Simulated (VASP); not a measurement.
# Ca8F15 (a cell with a defect): single point with PBE

The system is Ca8F15 (a cell with a defect).

```
Ca F
1.0
     0.00000    5.46321    5.46321
     5.46321    0.00000    5.46321
     5.46321    5.46321    0.00000
Ca F
8 15
Direct
  0.99893 0.00326 0.99700
  0.01656 0.99472 0.49258
  0.99905 0.49940 0.99681
  0.99932 0.49913 0.50103
  0.49467 0.99478 0.01444
  0.49475 0.99479 0.49252
  0.50318 0.49906 0.99715
  0.49461 0.51665 0.49259
  0.12455 0.12577 0.12243
  0.39312 0.35729 0.39093
  0.12469 0.12571 0.62350
  0.39298 0.35729 0.85513
  0.12512 0.62516 0.12301
  0.37517 0.87525 0.37301
  0.12465 0.62473 0.62345
  0.39304 0.89317 0.85510
  0.62559 0.12572 0.12257
  0.85717 0.35728 0.39088
  0.87513 0.37520 0.87301
  0.62555 0.62475 0.12250
  0.85735 0.89311 0.39079
  0.62571 0.62467 0.62357
  0.85714 0.89318 0.85504
```

```
Program             : VASP 6.6.1
Task                : single point
Functional          : PBE
Potentials or basis : VASP PAW PBE potentials, release 64 (Ca_sv, F)
Cutoff              : 520 eV
k mesh              : 2 × 2 × 2
Occupations         : gaussian, width 0.02 eV
Spin                : collinear spin
Starting moments    : [0.0, 0.0, 0.0, 0.0, 0.0, 0.0, 0.0, 0.0, 0.08, 0.08, 0.08, 0.08, 0.0, 0.0, 0.08, 0.08, 0.08, 0.08, 0.05, 0.08, 0.08, 0.08, 0.08] μB
```

The largest force is 0.033 eV/Å, the net moment is 0.03 μB per cell and the site moments are Ca -0.00; F +0.05, -0.04, +0.00, -0.00, -0.05 (each value once) μB. The valence electrons inside the program's atomic spheres are Ca 8.06, 8.11 (each value once); F 6.09, 6.08, 6.10, 6.13 (each value once).

Forces on the atoms (eV/Å):
```
Ca  -0.008  0.023 -0.018
Ca   0.028 -0.011 -0.010
Ca   0.007  0.023  0.018
Ca  -0.006 -0.022  0.019
Ca  -0.029 -0.010  0.009
Ca   0.029  0.009  0.009
Ca   0.007 -0.022 -0.019
Ca  -0.030  0.009 -0.009
F    0.001 -0.008  0.001
F    0.000 -0.019 -0.001
F   -0.005 -0.001 -0.001
F    0.025  0.000  0.002
F    0.000 -0.001  0.001
F    0.001  0.000 -0.001
F    0.001  0.000 -0.009
F   -0.001  0.000 -0.020
F   -0.001 -0.001  0.010
F    0.001  0.001  0.020
F    0.000 -0.001  0.000
F    0.006  0.001  0.001
F   -0.023  0.000 -0.002
F   -0.001  0.009  0.000
F    0.000  0.019  0.001
```

Levels at points of the mesh, in eV from the Fermi level:
Spin up:
```
           k point  band 89  band 90  band 91  band 92  band 93  band 94  band 95  band 96
(0.00, 0.00, 0.00)    -0.17     0.00     0.01     0.01     6.89     8.45     8.45     8.45
(0.50, 0.00, 0.00)    -0.27    -0.25    -0.21    -0.21     7.51     8.62     8.67     8.67
(0.00, 0.50, 0.00)    -0.27    -0.25    -0.21    -0.21     7.51     8.62     8.67     8.67
(0.00, 0.00, 0.50)    -0.27    -0.25    -0.21    -0.21     7.51     8.62     8.67     8.67
(0.50, 0.50, 0.50)    -0.27    -0.25    -0.21    -0.21     7.51     8.62     8.67     8.67
(0.50, 0.50, 0.00)    -0.09    -0.05    -0.02     0.00     7.59     8.62     8.62     8.74
(0.00, 0.50, 0.50)    -0.13    -0.06    -0.01     0.00     7.59     8.62     8.62     8.74
(0.50, 0.00, 0.50)    -0.13    -0.06    -0.02     0.00     7.59     8.62     8.63     8.74
```
Spin down:
```
           k point  band 90  band 91  band 92  band 93  band 94  band 95
(0.00, 0.00, 0.00)     0.01     0.01     0.01     6.89     8.45     8.45
(0.50, 0.00, 0.00)    -0.25    -0.21    -0.21     7.51     8.62     8.67
(0.00, 0.50, 0.00)    -0.25    -0.21    -0.21     7.51     8.62     8.67
(0.00, 0.00, 0.50)    -0.25    -0.21    -0.21     7.51     8.62     8.67
(0.50, 0.50, 0.50)    -0.25    -0.21    -0.21     7.51     8.62     8.67
(0.50, 0.50, 0.00)    -0.06    -0.02     0.00     7.59     8.62     8.62
(0.00, 0.50, 0.50)    -0.06    -0.01     0.00     7.59     8.62     8.63
(0.50, 0.00, 0.50)    -0.05    -0.02     0.00     7.59     8.62     8.63
```

Run time: 8.6 min on 4 MPI ranks on Intel(R) Xeon(R) Platinum 8259CL CPU @ 2.50GHz (Skylake/Cascade Lake), with other jobs on the host, peak memory 0.54 GiB a rank.

Caveat: the k points lie up to 0.50 Å⁻¹ apart; the cell carries a net charge on a neutralising background, which shifts energy and pressure; the cell is charged against a uniform background, so pressure and absolute levels hang on convention.
